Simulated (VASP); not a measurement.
Write the native input for VASP 6.6.1 that does the following.

```
Task                   : single point
Functional             : PBEsol
Potentials or basis    : VASP PAW PBE potentials, release 64 (Pb_d, O)
Cutoff                 : 520 eV
k mesh                 : 8 × 8 × 6
Occupations            : gaussian, width 0.05 eV
Spin                   : no spin polarisation
Dipole correction      : no
Further INCAR settings : ALGO = Normal; EDIFF = 1e-06; NBANDS = 28
```

The structure of PbO lies in POSCAR:

```
PbO
1.0
    3.8551680000      0.0000000000      0.0000000000
    0.0000000000      3.8551680000      0.0000000000
    0.0000000000      0.0000000000      5.0220000000
Pb O
2 2
Direct
    0.0000000000      0.5000000000      0.2351000000
    0.5000000000      0.0000000000      0.7649000000
    0.0000000000      0.0000000000      0.0000000000
    0.5000000000      0.5000000000      0.0000000000
```

This cell differs from its parent crystal: strain -0.030 along x and y, +0.000 along z.

One way to write it, as run:

INCAR

```
ALGO = Normal
EDIFF = 1E-6
ENCUT = 520
GGA = PS
ISIF = 2
ISMEAR = 0
LASPH = T
LCHARG = T
LELF = T
LREAL = F
LVHAR = T
LWAVE = F
NBANDS = 28
NELM = 100
PREC = Accurate
SIGMA = 0.05
```

KPOINTS

```
k-points
0
Gamma
  8 8 6
```

Potentials or basis: VASP PAW PBE potentials, release 64 (Pb_d, O).

Command:

```bash
$ cat potpaw_PBE.64/Pb_d/POTCAR potpaw_PBE.64/O/POTCAR > POTCAR
$ mpirun -np 1 vasp_std > vasp.out
```

Results of the run:

```yaml
Pressure: 7.5 GPa
Largest_force: 0.973 eV/Å
Band_gap_on_the_k_mesh: 0.99 eV, indirect (least direct gap 2.38 eV)
```

Caveat: the cell differs from its parent crystal (strain -0.030 along x and y, +0.000 along z); the PAW data sets were made with another functional, which shifts forces and pressure a little; spin-orbit coupling is left out, which moves the levels of the heavy elements.

Wall time 3.1 min on 1 thread of AMD EPYC 7R13 (shared host), peak memory 0.22 GiB.
